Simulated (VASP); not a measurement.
Here is a VASP 6.6.1 calculation.

INCAR

```
SYSTEM = CuI
PREC = Accurate
ENCUT = 520
EDIFF = 1E-6
ISMEAR = -1
SIGMA = 0.02
LREAL = .FALSE.
LASPH = .TRUE.
NELM = 60
ALGO = Normal
ISIF = 2
LWAVE = .FALSE.
LCHARG = .FALSE.
GGA = PS
NBANDS = 16
```

Contents of KPOINTS:

```
Automatic mesh
0
G
  6 6 6
  0 0 0
```

The input POSCAR:

```
CuI
1.0
    0.0000000000      2.9696000412      2.9696000412
    2.9696000412      0.0000000000      2.9696000412
    2.9696000412      2.9696000412      0.0000000000
Cu I
1 1
Direct
    0.2500000000      0.2500000000      0.2500000000
    0.0000000000      0.0000000000      0.0000000000
```

Potentials or basis: VASP PAW PBE potentials, release 64 (Cu, I).

Command:

```console
$ cat potpaw_PBE.64/Cu/POTCAR potpaw_PBE.64/I/POTCAR > POTCAR
$ mpirun -np 1 vasp_std > vasp.out
```

Question: What does it give for the band gap on the k mesh?

Answer: 1.20 eV, direct.

Question: What does it give for the pressure?

Answer: 0.4 GPa.

Caveat: the PAW data sets were made with another functional, which shifts forces and pressure a little; spin-orbit coupling is left out, which moves the levels of the heavy elements.
